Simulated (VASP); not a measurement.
# Sn (Cmmm) in VASP: settings compared

Aim: see how the results for Sn move with the level of theory and the settings. Levels: PBE, PBEsol. Tasks: single point.

All numbers are computed with VASP 6.6.1; they aren't measurements. Logs are shortened: lines on timing, memory, paths and dates and some standing lists are left out, and cuts for length are marked.

## 1. The cell of the first run

The structure is orthorhombic, space group Cmmm (No. 65). The conventional cell has a = 3.250 Å, b = 5.699 Å, c = 3.070 Å, α = 90.00°, β = 90.00°, γ = 90.00°. Within 4.0 Å of Sn (site symmetry mmm) lie 8 Sn at 3.07 to 3.28 Å.

## 2. Single point, PBE

POSCAR

```
Sn
1.0
    1.6248272850     -2.8492970043      0.0000000000
    1.6248272850      2.8492970043      0.0000000000
    0.0000000000      0.0000000000      3.0697667390
Sn
1
Direct
    0.5000000000      0.5000000000      0.5000000000
```

INCAR.step1

```
PREC = Accurate
ENCUT = 400
EDIFF = 1E-6
ISMEAR = 0
SIGMA = 0.1
LREAL = F
LASPH = T
NELM = 120
ALGO = Normal
ISIF = 2
LWAVE = F
LCHARG = T
GGA = PE
NBANDS = 13
GGA_COMPAT = F
NEDOS = 2001
LORBIT = 11
```

KPOINTS.step1

```
Automatic mesh
0
Gamma
  20 20 18
```

INCAR.step2

```
PREC = Accurate
ENCUT = 400
EDIFF = 1E-6
ISMEAR = -5
SIGMA = 0.1
LREAL = F
LASPH = T
NELM = 120
ALGO = Normal
ISIF = 2
LWAVE = F
LCHARG = F
GGA = PE
LORBIT = 11
NBANDS = 13
NEDOS = 1001
ICHARG = 11
GGA_COMPAT = F
```

KPOINTS.step2

```
Automatic mesh
0
Gamma
  30 30 27
```

Potentials or basis: VASP PAW PBE potentials, release 64 (Sn_d).

Started as:

```sh
cat potpaw_PBE.64/Sn_d/POTCAR > POTCAR
cp INCAR.step1 INCAR
cp KPOINTS.step1 KPOINTS
mpirun -np 1 vasp_std > vasp.out
cp INCAR.step2 INCAR
cp KPOINTS.step2 KPOINTS
mpirun -np 1 vasp_std > vasp.out
```

OUTCAR:

```text
PREC = Accurate
   ENCUT = 400
   EDIFF = 1E-6
   ISMEAR = -5
   LREAL = F
   LASPH = T
   NELM = 120
   ISIF = 2
   GGA = PE
   LORBIT = 11
   ICHARG = 11

 ion  position               nearest neighbor table
   1  0.500  0.500  0.500-

  LATTYP: Found a base centered orthorhombic cell.
 ALAT       =     3.2496545700
 B/A-ratio  =     1.7535999245
 C/A-ratio  =     0.9446440146

  Lattice vectors:

 A1 = (   1.6248272850,  -2.8492970043,   0.0000000000)
 A2 = (   1.6248272850,   2.8492970043,   0.0000000000)
 A3 = (   0.0000000000,   0.0000000000,   3.0697667390)

Analysis of symmetry for initial positions (statically):
=====================================================================
 Subroutine PRICEL returns:
 Original cell was already a primitive cell.

 Routine SETGRP: Setting up the symmetry group for a
 base centered orthorhombic supercell.

 Subroutine GETGRP returns: Found  8 space group operations
 (whereof  8 operations were pure point group operations)
 out of a pool of  8 trial point group operations.

The static configuration has the point symmetry D_2h.

Analysis of symmetry for dynamics (positions and initial velocities):
=====================================================================
 Subroutine PRICEL returns:
 Original cell was already a primitive cell.

 Routine SETGRP: Setting up the symmetry group for a
 base centered orthorhombic supercell.

 Subroutine GETGRP returns: Found  8 space group operations
 (whereof  8 operations were pure point group operations)
 out of a pool of  8 trial point group operations.

The dynamic configuration has the point symmetry D_2h.

 Subroutine INISYM returns: Found  8 space group operations
 (whereof  8 operations are pure point group operations),
 and found     1 'primitive' translations

----------------------------------------------------------------------------------------

                                     Primitive cell

  volume of cell :      28.4237

  direct lattice vectors                    reciprocal lattice vectors
     1.624827285 -2.849297004  0.000000000     0.307725015 -0.175481882  0.000000000
     1.624827285  2.849297004  0.000000000     0.307725015  0.175481882  0.000000000
     0.000000000  0.000000000  3.069766739     0.000000000  0.000000000  0.325757650

  length of vectors
     3.280023952  3.280023952  3.069766739     0.354243667  0.354243667  0.325757650

  position of ions in fractional coordinates (direct lattice)
     0.500000000  0.500000000  0.500000000

  ion indices of the primitive-cell ions
   primitive index   ion index
                 1           1

----------------------------------------------------------------------------------------

 KPOINTS: Automatic mesh

Automatic generation of k-mesh.
 Grid dimensions read from file:
 generate k-points for:   30   30   27

 Generating k-lattice:

  Cartesian coordinates                     Fractional coordinates (reciprocal lattice)
     0.010257500 -0.005849396  0.000000000     0.033333333 -0.000000000  0.000000000
     0.010257500  0.005849396  0.000000000    -0.000000000  0.033333333  0.000000000
     0.000000000  0.000000000  0.012065098     0.000000000  0.000000000  0.037037037

  Length of vectors
     0.011808122  0.011808122  0.012065098

  Shift w.r.t. Gamma in fractional coordinates (k-lattice)
     0.000000000  0.000000000  0.000000000

 TETIRR: Found  36465 inequivalent tetrahedra from   145800

 Subroutine IBZKPT returns following result:
 ===========================================

 Found   3374 irreducible k-points:

 Following reciprocal coordinates:
            Coordinates               Weight
  0.000000  0.000000  0.000000      1.000000
  0.033333  0.000000  0.000000      4.000000
  0.066667 -0.000000  0.000000      4.000000
  0.100000  0.000000  0.000000      4.000000
  0.133333 -0.000000  0.000000      4.000000
  0.166667  0.000000  0.000000      4.000000
[... 16 lines left out ...]
  0.233333  0.033333  0.000000      4.000000
  0.266667  0.033333  0.000000      4.000000
 [... further k-points ...]
   k-points           NKPTS =   3374   k-points in BZ     NKDIM =   3374   number of bands    NBANDS=     13
   number of dos      NEDOS =   1001   number of ions     NIONS =      1
   total plane-waves  NPLWV =  11520
   dimension x,y,z NGX =    24 NGY =   24 NGZ =   20
   dimension x,y,z NGXF=    48 NGYF=   48 NGZF=   40
   ions per type =               1
   NGX,Y,Z   is equivalent  to a cutoff of  12.16, 12.16, 10.83 a.u.
   NGXF,Y,Z  is equivalent  to a cutoff of  24.33, 24.33, 21.66 a.u.
 SYSTEM =  unknown system
   PREC   = accura    normal or accurate (medium, high low for compatibility)
   ISTART =      0    job   : 0-new  1-cont  2-samecut
   ICHARG =     11    charge: 1-file 2-atom 10-const
   ISPIN  =      1    spin polarized calculation?
   LNONCOLLINEAR =      F non collinear calculations
   LSORBIT =      F    spin-orbit coupling
   LASPH  =      T    aspherical Exc in radial PAW
   ENCUT  =  400.0 eV  29.40 Ry    5.42 a.u.   5.35  5.35  5.01*2*pi/ulx,y,z
   NELM   =    120;   NELMIN=  2; NELMDL=  0     # of ELM steps
   EDIFF  = 0.1E-05   stopping-criterion for ELM
   LREAL  =      F    real-space projection
   EDIFFG = 0.1E-04   stopping-criterion for IOM
   NSW    =      0    number of steps for IOM
   IBRION =     -1    ionic relax: 0-MD 1-quasi-New 2-CG
   NFREE  =      0    steps in history (QN), initial steepest desc. (CG)
   ISIF   =      2    stress and relaxation
   ISYM   =      2    0-nonsym 1-usesym 2-fastsym
   POTIM  = 0.5000    time-step for ionic-motion
   TEBEG  =    0.0;   TEEND  =   0.0 temperature during run
   PSTRESS=    0.0 pullay stress
   NELECT =      14.0000    total number of electrons
   NUPDOWN=      -1.0000    fix difference up-down
   EMIN   =  10.00;   EMAX   =-10.00  energy-range for DOS
   EFERMI =   0.00;   METHOD = LEGACY
   ISMEAR =    -5;   SIGMA  =   0.10  broadening in eV -4-tet -1-fermi 0-gaus
   EFERMI_NEDOS =   21; number of points for ismear=-14 and -15
   IALGO  =     38    algorithm
   IMIX   =      4    mixing-type and parameters
     AMIX     =   0.40;   BMIX     =  1.00
     AMIX_MAG =   1.60;   BMIX_MAG =  1.00
  volume/ion in A,a.u.               =      28.42       191.81
  Fermi-wavevector in a.u.,A,eV,Ry     =   1.292878  2.443184 22.742580  1.671532
  Thomas-Fermi vector in A             =   2.424558
   LORBIT       =     11    0 simple, 1 ext, 2 COOP (PROOUT), +10 PAW based schemes
   GGA     = PE    functional components
   LHFCALC =     F    Hartree Fock is set to
   AEXX    =    0.0000 exact exchange contribution
   IVDW    =     0    specifies the selected vdW correction
   LEPSILON=     F    determine dielectric tensor
   LRPA    =     F    only Hartree local field effects (RPA)
 non-spin polarized calculation
 Fermi weights with tetrahedron method with Bloechl corrections
  energy-cutoff  :      400.00
  volume of cell :       28.42
 maximum number of plane-waves:       531
 NGX is ok and might be reduce to    24

 number of electron      14.0000015 magnetization

 Free energy of the ion-electron system (eV)
  ---------------------------------------------------
  ext. energy  EPLUGINS =         0.00000000
  ---------------------------------------------------
  free energy    TOTEN  =        -3.80579974 eV

  energy without entropy =       -3.80579974  energy(sigma->0) =       -3.80579974

 E-fermi :   7.4556     XC(G=0): -10.0938

 val. band max:        7.5211136845   @ k =  -0.3333   0.2667   0.2593
 cond. band min:       7.4007197597   @ k =   0.3667   0.0000   0.3704
 fundamental gap:     -0.1203939247
 Fermi energy:         7.4556455602

 k-point     1 :       0.0000    0.0000    0.0000
  band No.  band energies     occupation
      1     -14.1871      2.00000
      2     -14.0415      2.00000
      3     -14.0275      2.00000
      4     -13.8444      2.00000
      5     -13.8414      2.00000
      6      -3.3727      2.00000
      7      12.6812      0.00000
      8      14.1113      0.00000
      9      14.3041      0.00000
     10      16.0924      0.00000
     11      18.3488      0.00000
     12      18.9261      0.00000
     13      19.2711      0.00000

 k-point     2 :       0.0333    0.0000    0.0000
  band No.  band energies     occupation
      1     -14.1860      2.00000
      2     -14.0400      2.00000
      3     -14.0273      2.00000
      4     -13.8447      2.00000
      5     -13.8420      2.00000
      6      -3.3512      2.00000
      7      12.7045      0.00000
      8      13.9535      0.00000
      9      14.1251      0.00000
     10      16.1426      0.00000
     11      17.9326      0.00000
     12      19.0716      0.00000
     13      19.4229      0.00000

 k-point     3 :       0.0667   -0.0000    0.0000
  band No.  band energies     occupation
      1     -14.1829      2.00000
      2     -14.0370      2.00000
      3     -14.0254      2.00000
      4     -13.8462      2.00000
      5     -13.8436      2.00000
      6      -3.2867      2.00000
      7      12.7739      0.00000
      8      13.3450      0.00000
      9      13.8704      0.00000
     10      16.2361      0.00000
     11      17.3851      0.00000
     12      19.3965      0.00000
     13      19.7918      0.00000
[... 305 lines left out ...]
 k-point    23 :       0.2333    0.0333    0.0000
  band No.  band energies     occupation
      1     -14.1489      2.00000
      2     -14.0361      2.00000
      3     -13.9433      2.00000
      4     -13.8804      2.00000
      5     -13.8533      2.00000
      6      -2.1462      2.00000
      7       8.1593     -0.09420
      8      11.7493      0.00000
      9      13.9465      0.00000
     10      15.3632      0.00000
     11      17.2833      0.00000
     12      22.2264      0.00000
     13      24.3513      0.00000

 k-point    24 :       0.2667    0.0333    0.0000
  band No.  band energies     occupation
      1     -14.1455      2.00000
      2     -14.0332      2.00000
      3     -13.9237      2.00000
      4     -13.8882      2.00000
      5     -13.8552      2.00000
      6      -1.8059      2.00000
      7       7.2407      1.58072
      8      11.4297      0.00000
      9      14.2742      0.00000
     10      15.1352      0.00000
     11      17.5336      0.00000
     12      22.9999      0.00000
     13      24.4062      0.00000

 [... further k-points ...]

------------------------ aborting loop because EDIFF is reached ----------------------------------------

  FORCE on cell =-STRESS in cart. coord.  units (eV):
  Direction    XX          YY          ZZ          XY          YZ          ZX
  --------------------------------------------------------------------------------------
  -------------------------------------------------------------------------------------
  Total       -0.0226981     -0.0683656     -0.0072993      0.0000000      0.0000000      0.0000000
  in kB       -1.2794422     -3.8536124     -0.4114434      0.0000000      0.0000000      0.0000000
  external PRESSURE =      -1.8481660 kB  Pullay stress =       0.0000000 kB

 VOLUME and BASIS-vectors are now :
 -----------------------------------------------------------------------------
  energy-cutoff  :      400.00
  volume of cell :       28.42
      direct lattice vectors                 reciprocal lattice vectors
     1.624827285 -2.849297004  0.000000000     0.307725015 -0.175481882  0.000000000
     1.624827285  2.849297004  0.000000000     0.307725015  0.175481882  0.000000000
     0.000000000  0.000000000  3.069766739     0.000000000  0.000000000  0.325757650

 POSITION                                       TOTAL-FORCE (eV/Angst)
 -----------------------------------------------------------------------------------
      1.62483      0.00000      1.53488         0.000000      0.000000      0.000000
 -----------------------------------------------------------------------------------
    total drift:                               -0.000000     -0.000000     -0.000000

  FREE ENERGIE OF THE ION-ELECTRON SYSTEM (eV)
  ---------------------------------------------------
  free  energy   TOTEN  =        -3.8057997435 eV

  energy  without entropy=       -3.8057997435  energy(sigma->0) =       -3.80579974

 total charge

# of ion       s       p       d       tot
------------------------------------------
    1        1.252   0.957   9.968  12.178
```

It took 17 min on 1 thread of Oxide Virtual Turin-like, shared host; peak memory 0.85 GiB.

What came out:

```
Valence electrons inside the program's atomic spheres : Sn 12.18
```

Caveat: spin-orbit coupling is left out, which moves the levels of the heavy elements.

## 3. Single point, PBEsol

POSCAR is that of step 2.

INCAR.step1

```
SYSTEM = Sn
ALGO = Normal
EDIFF = 1E-6
ENCUT = 400
GGA = PS
GGA_COMPAT = .FALSE.
ISIF = 2
ISMEAR = 0
LASPH = .TRUE.
LCHARG = .TRUE.
LORBIT = 11
LREAL = .FALSE.
LWAVE = .FALSE.
NBANDS = 13
NEDOS = 2001
NELM = 120
PREC = Accurate
SIGMA = 0.1
```

KPOINTS.step1

```
k-points
0
G
  20 20 18
  0 0 0
```

INCAR.step2

```
SYSTEM = Sn
ALGO = Normal
EDIFF = 1E-6
ENCUT = 400
GGA = PS
GGA_COMPAT = .FALSE.
ICHARG = 11
ISIF = 2
ISMEAR = -5
LASPH = .TRUE.
LCHARG = .FALSE.
LORBIT = 11
LREAL = .FALSE.
LWAVE = .FALSE.
NEDOS = 1001
NELM = 120
PREC = Accurate
SIGMA = 0.1
```

KPOINTS.step2

```
k-points
0
G
  30 30 27
  0 0 0
```

Potentials or basis: VASP PAW PBE potentials, release 64 (Sn_d).

Started as:

```sh
cat potpaw_PBE.64/Sn_d/POTCAR > POTCAR
cp INCAR.step1 INCAR
cp KPOINTS.step1 KPOINTS
mpirun -np 1 vasp_std > vasp.out
cp INCAR.step2 INCAR
cp KPOINTS.step2 KPOINTS
mpirun -np 1 vasp_std > vasp.out
```

It took 16 min on 1 thread of Oxide Virtual Turin-like, shared host; peak memory 0.77 GiB.

The run converged. Its results:

```
Valence electrons inside the program's atomic spheres : Sn 12.17
```

Levels at points of the mesh, in eV from the Fermi level:
| k point | band 4 | band 5 | band 6 | band 7 | band 8 | band 9 | band 10 | band 11 |
| --- | --- | --- | --- | --- | --- | --- | --- | --- |
| (0.00, 0.00, 0.00) | -21.18 | -21.18 | -10.84 | 5.22 | 6.65 | 6.84 | 8.66 | 10.90 |
| (0.50, 0.00, 0.00) | -21.20 | -21.18 | -6.89 | -4.42 | 3.16 | 6.77 | 8.61 | 11.96 |
| (0.50, 0.50, 0.00) | -21.19 | -21.18 | -7.01 | -4.45 | 3.41 | 7.02 | 8.50 | 11.92 |

Caveat: the PAW data sets were made with another functional, which shifts forces and pressure a little; spin-orbit coupling is left out, which moves the levels of the heavy elements.
